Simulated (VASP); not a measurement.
# Si (Fmmm) in VASP: single point with LDA

Aim: the single point of Si with LDA.

Everything below comes from runs of VASP 6.6.1. Logs are shortened: lines on timing, memory, paths and dates and some standing lists are left out, and cuts for length are marked.

### Step 1. The cell of the first run

Symmetry: Fmmm, No. 69, orthorhombic system. Conventional cell: a = 5.240 Å, b = 5.704 Å, c = 7.909 Å, α = 90.00°, β = 90.00°, γ = 90.00°. Within 3.1 Å of Si (site symmetry m2m) lie 8 Si at 2.36 to 3.08 Å. Within 3.1 Å of Si (site symmetry mm2) lie 8 Si at 2.36 to 2.88 Å.

### Step 2. Single point, LDA

Input file INCAR:

```
PREC = Accurate ; ENCUT = 520
EDIFF = 1E-7 ; ISMEAR = 0
SIGMA = 0.15 ; LREAL = F
LASPH = T ; NELM = 60
ALGO = Normal ; ISIF = 2
LWAVE = F ; LCHARG = T
GGA = CA ; LELF = T
LVHAR = T ; NBANDS = 16
```

Input file KPOINTS:

```
regular mesh
0
Gamma
  16 16 16
```

Input file POSCAR:

```
Si
1.0
    0.0000000000      2.8517759220      3.9543264120
    2.6198019896      0.0000000000      3.9543264120
    2.6198019896      2.8517759220      0.0000000000
Si
4
Direct
    0.7297169282      0.2702830718      0.7297169282
    0.2702830718      0.7297169282      0.2702830718
    0.7744251954      0.7744251954      0.2255748046
    0.2255748046      0.2255748046      0.7744251954
```

Potentials or basis: VASP PAW LDA potentials, release 64 (Si).

On the command line:

```console
> cat potpaw_LDA.64/Si/POTCAR > POTCAR
> mpirun -np 1 vasp_std > vasp.out
```

OUTCAR:

```text
PREC = Accurate
   ENCUT = 520
   EDIFF = 1E-7
   ISMEAR = 0
   LREAL = F
   LASPH = T
   NELM = 60
   ISIF = 2
   GGA = CA

 ion  position               nearest neighbor table
   1  0.730  0.270  0.730-   3 2.36   4 2.36   3 2.54   4 2.54   2 2.62   2 2.63   2 2.63   2 3.08

   2  0.270  0.730  0.270-   3 2.36   4 2.36   3 2.54   4 2.54   1 2.62   1 2.63   1 2.63   1 3.08

   3  0.774  0.774  0.226-   1 2.36   2 2.36   1 2.54   2 2.54   4 2.65   4 2.65   4 2.88   4 2.88

   4  0.226  0.226  0.774-   1 2.36   2 2.36   1 2.54   2 2.54   3 2.65   3 2.65   3 2.88   3 2.88

  LATTYP: Found a face centered orthorhombic cell.
 ALAT       =     5.2396039792
 B/A-ratio  =     1.0885463609
 C/A-ratio  =     1.5093989651

  Lattice vectors:

 A1 = (   0.0000000000,   2.8517759220,   3.9543264120)
 A2 = (   2.6198019896,   0.0000000000,   3.9543264120)
 A3 = (   2.6198019896,   2.8517759220,   0.0000000000)

Analysis of symmetry for initial positions (statically):
=====================================================================
 Subroutine PRICEL returns:
 Original cell was already a primitive cell.

 Routine SETGRP: Setting up the symmetry group for a
 face centered orthorhombic supercell.

 Subroutine GETGRP returns: Found  8 space group operations
 (whereof  8 operations were pure point group operations)
 out of a pool of  8 trial point group operations.

The static configuration has the point symmetry D_2h.

Analysis of symmetry for dynamics (positions and initial velocities):
=====================================================================
 Subroutine PRICEL returns:
 Original cell was already a primitive cell.

 Routine SETGRP: Setting up the symmetry group for a
 face centered orthorhombic supercell.

 Subroutine GETGRP returns: Found  8 space group operations
 (whereof  8 operations were pure point group operations)
 out of a pool of  8 trial point group operations.

The dynamic configuration has the point symmetry D_2h.

 Subroutine INISYM returns: Found  8 space group operations
 (whereof  8 operations are pure point group operations),
 and found     1 'primitive' translations

----------------------------------------------------------------------------------------

                                     Primitive cell

  volume of cell :      59.0862

  direct lattice vectors                    reciprocal lattice vectors
     0.000000000  2.851775922  3.954326412    -0.190854119  0.175329343  0.126443785
     2.619801990  0.000000000  3.954326412     0.190854119 -0.175329343  0.126443785
     2.619801990  2.851775922  0.000000000     0.190854119  0.175329343 -0.126443785

  length of vectors
     4.875379296  4.743422798  3.872465413     0.288363840  0.288363840  0.288363840

  position of ions in fractional coordinates (direct lattice)
     0.729716928  0.270283072  0.729716928
     0.270283072  0.729716928  0.270283072
     0.774425195  0.774425195  0.225574805
     0.225574805  0.225574805  0.774425195

  ion indices of the primitive-cell ions
   primitive index   ion index
                 1           1
                 2           2
                 3           3
                 4           4

----------------------------------------------------------------------------------------

 KPOINTS: regular mesh

Automatic generation of k-mesh.
 Grid dimensions read from file:
 generate k-points for:   16   16   16

 Generating k-lattice:

  Cartesian coordinates                     Fractional coordinates (reciprocal lattice)
    -0.011928382  0.010958084  0.007902737     0.062500000  0.000000000  0.000000000
     0.011928382 -0.010958084  0.007902737     0.000000000  0.062500000  0.000000000
     0.011928382  0.010958084 -0.007902737    -0.000000000 -0.000000000  0.062500000

  Length of vectors
     0.018022740  0.018022740  0.018022740

  Shift w.r.t. Gamma in fractional coordinates (k-lattice)
     0.000000000  0.000000000  0.000000000

 Subroutine IBZKPT returns following result:
 ===========================================

 Found    621 irreducible k-points:

 Following reciprocal coordinates:
            Coordinates               Weight
  0.000000  0.000000  0.000000      1.000000
  0.062500  0.000000  0.000000      8.000000
  0.125000  0.000000  0.000000      8.000000
  0.187500  0.000000  0.000000      8.000000
  0.250000  0.000000  0.000000      8.000000
  0.312500  0.000000  0.000000      8.000000
[... 16 lines left out ...]
 -0.125000  0.062500  0.000000      8.000000
 -0.062500  0.062500 -0.000000      4.000000
 [... further k-points ...]
   k-points           NKPTS =    621   k-points in BZ     NKDIM =    621   number of bands    NBANDS=     16
   number of dos      NEDOS =    301   number of ions     NIONS =      4
   total plane-waves  NPLWV =  38880
   dimension x,y,z NGX =    36 NGY =   36 NGZ =   30
   dimension x,y,z NGXF=    72 NGYF=   72 NGZF=   60
   ions per type =               4
   NGX,Y,Z   is equivalent  to a cutoff of  12.28, 12.62, 12.88 a.u.
   NGXF,Y,Z  is equivalent  to a cutoff of  24.55, 25.23, 25.76 a.u.
 SYSTEM =  unknown system
   PREC   = accura    normal or accurate (medium, high low for compatibility)
   ISTART =      0    job   : 0-new  1-cont  2-samecut
   ICHARG =      2    charge: 1-file 2-atom 10-const
   ISPIN  =      1    spin polarized calculation?
   LNONCOLLINEAR =      F non collinear calculations
   LSORBIT =      F    spin-orbit coupling
   LASPH  =      T    aspherical Exc in radial PAW
   ENCUT  =  520.0 eV  38.22 Ry    6.18 a.u.   9.06  8.82  7.20*2*pi/ulx,y,z
   NELM   =     60;   NELMIN=  2; NELMDL= -5     # of ELM steps
   EDIFF  = 0.1E-06   stopping-criterion for ELM
   LREAL  =      F    real-space projection
   EDIFFG = 0.1E-05   stopping-criterion for IOM
   NSW    =      0    number of steps for IOM
   IBRION =     -1    ionic relax: 0-MD 1-quasi-New 2-CG
   NFREE  =      0    steps in history (QN), initial steepest desc. (CG)
   ISIF   =      2    stress and relaxation
   ISYM   =      2    0-nonsym 1-usesym 2-fastsym
   POTIM  = 0.5000    time-step for ionic-motion
   TEBEG  =    0.0;   TEEND  =   0.0 temperature during run
   PSTRESS=    0.0 pullay stress
   NELECT =      16.0000    total number of electrons
   NUPDOWN=      -1.0000    fix difference up-down
   EMIN   =  10.00;   EMAX   =-10.00  energy-range for DOS
   EFERMI =   0.00;   METHOD = LEGACY
   ISMEAR =     0;   SIGMA  =   0.15  broadening in eV -4-tet -1-fermi 0-gaus
   EFERMI_NEDOS =   21; number of points for ismear=-14 and -15
   IALGO  =     38    algorithm
   IMIX   =      4    mixing-type and parameters
     AMIX     =   0.40;   BMIX     =  1.00
     AMIX_MAG =   1.60;   BMIX_MAG =  1.00
  volume/ion in A,a.u.               =      14.77        99.68
  Fermi-wavevector in a.u.,A,eV,Ry     =   1.059138  2.001481 15.262663  1.121774
  Thomas-Fermi vector in A             =   2.194473
   LORBIT       =      0    0 simple, 1 ext, 2 COOP (PROOUT), +10 PAW based schemes
   GGA     = CA    functional components
   LHFCALC =     F    Hartree Fock is set to
   AEXX    =    0.0000 exact exchange contribution
   IVDW    =     0    specifies the selected vdW correction
   LEPSILON=     F    determine dielectric tensor
   LRPA    =     F    only Hartree local field effects (RPA)
 non-spin polarized calculation
 Gauss-broadening in eV      SIGMA  =   0.15
  energy-cutoff  :      520.00
  volume of cell :       59.09
 maximum number of plane-waves:      1614
   NGX = 19   NGY = 17   NGZ = 15

 number of electron      16.0000000 magnetization

 Free energy of the ion-electron system (eV)
  ---------------------------------------------------
  ext. energy  EPLUGINS =         0.00000000
  ---------------------------------------------------
  free energy    TOTEN  =       -22.36574531 eV

  energy without entropy =      -22.34813642  energy(sigma->0) =      -22.35694087

 E-fermi :   9.4821     XC(G=0): -11.0934

 val. band max:        9.4791051997   @ k =  -0.1875   0.4375   0.3125
 cond. band min:       9.4844078095   @ k =  -0.3750   0.4375   0.1875
 fundamental gap:      0.0053026099
 Fermi energy:         9.4821413624

 k-point     1 :       0.0000    0.0000    0.0000
  band No.  band energies     occupation
      1      -4.5701      2.00000
      2       3.9698      2.00000
      3       4.8899      2.00000
      4       5.3641      2.00000
      5       5.6141      2.00000
      6       5.8612      2.00000
[... 8 lines left out ...]
     15      16.0126      0.00000
     16      19.4430      0.00000

 k-point     2 :       0.0625    0.0000    0.0000
  band No.  band energies     occupation
      1      -4.5241      2.00000
      2       3.7578      2.00000
      3       4.8043      2.00000
      4       5.1739      2.00000
      5       5.3592      2.00000
      6       5.8879      2.00000
[... 8 lines left out ...]
     15      16.6487      0.00000
     16      18.7427      0.00000

 k-point     3 :       0.1250    0.0000    0.0000
  band No.  band energies     occupation
      1      -4.3864      2.00000
      2       3.4089      2.00000
      3       3.8426      2.00000
      4       4.9189      2.00000
      5       5.7729      2.00000
      6       5.8576      2.00000
[... 8 lines left out ...]
     15      17.1750      0.00000
     16      18.2228      0.00000

 k-point     4 :       0.1875    0.0000    0.0000
  band No.  band energies     occupation
      1      -4.1571      2.00000
      2       2.7961      2.00000
      3       3.1250      2.00000
      4       4.4371      2.00000
      5       5.8625      2.00000
      6       6.4762      2.00000
[... 8 lines left out ...]
     15      16.3711      0.00000
     16      18.4139      0.00000
[... 324 lines left out ...]
 k-point    22 :      -0.1875    0.0625   -0.0000
  band No.  band energies     occupation
      1      -3.9447      2.00000
      2       2.2334      2.00000
      3       3.3296      2.00000
      4       3.8459      2.00000
      5       6.1571      2.00000
      6       6.2887      2.00000
[... 8 lines left out ...]
     15      16.8379      0.00000
     16      18.0403      0.00000

 k-point    23 :      -0.1250    0.0625    0.0000
  band No.  band energies     occupation
      1      -4.2291      2.00000
      2       3.2652      2.00000
      3       3.8113      2.00000
      4       4.0773      2.00000
      5       5.4554      2.00000
      6       6.2485      2.00000
[... 8 lines left out ...]
     15      17.1915      0.00000
     16      18.0788      0.00000

 k-point    24 :      -0.0625    0.0625   -0.0000
  band No.  band energies     occupation
      1      -4.4224      2.00000
      2       4.0747      2.00000
      3       4.2394      2.00000
      4       4.4918      2.00000
      5       5.0282      2.00000
      6       6.1899      2.00000
[... 8 lines left out ...]
     15      17.5066      0.00000
     16      18.2598      0.00000

 [... further k-points ...]

------------------------ aborting loop because EDIFF is reached ----------------------------------------

  FORCE on cell =-STRESS in cart. coord.  units (eV):
  Direction    XX          YY          ZZ          XY          YZ          ZX
  --------------------------------------------------------------------------------------
  -------------------------------------------------------------------------------------
  Total       -4.2858183      2.7007602      5.8630825      0.0000000      0.0000000      0.0000000
  in kB     -116.2138688     73.2335755    158.9828241      0.0000000      0.0000000      0.0000000
  external PRESSURE =      38.6675103 kB  Pullay stress =       0.0000000 kB

 VOLUME and BASIS-vectors are now :
 -----------------------------------------------------------------------------
  energy-cutoff  :      520.00
  volume of cell :       59.09
      direct lattice vectors                 reciprocal lattice vectors
     0.000000000  2.851775922  3.954326412    -0.190854119  0.175329343  0.126443785
     2.619801990  0.000000000  3.954326412     0.190854119 -0.175329343  0.126443785
     2.619801990  2.851775922  0.000000000     0.190854119  0.175329343 -0.126443785

 POSITION                                       TOTAL-FORCE (eV/Angst)
 -----------------------------------------------------------------------------------
      2.61980      4.16198      3.95433         0.000000     -0.645866      0.000000
      2.61980      1.54157      3.95433         0.000000      0.645866      0.000000
      2.61980      2.85178      6.12466         0.000000     -0.000000     -0.922822
      2.61980      2.85178      1.78399         0.000000     -0.000000      0.922822
 -----------------------------------------------------------------------------------
    total drift:                               -0.000000     -0.000000     -0.000000

  FREE ENERGIE OF THE ION-ELECTRON SYSTEM (eV)
  ---------------------------------------------------
  free  energy   TOTEN  =       -22.3657453139 eV

  energy  without entropy=      -22.3481364189  energy(sigma->0) =      -22.35694087
```

It took 15 min on 1 thread of Intel Xeon 8259CL, shared host; peak memory 0.48 GiB.

What came out:

```
Free energy            : -22.3657 eV
Pressure               : 3.9 GPa
Largest force          : 0.923 eV/Å
Band gap on the k mesh : zero (bands 8 and 9 overlap by 4.34 eV)
```

Forces on the atoms (eV/Å):
```
Si   0.000 -0.646  0.000
Si   0.000  0.646  0.000
Si   0.000  0.000 -0.923
Si   0.000  0.000  0.923
```

Caveat: the cell stands under pressure.
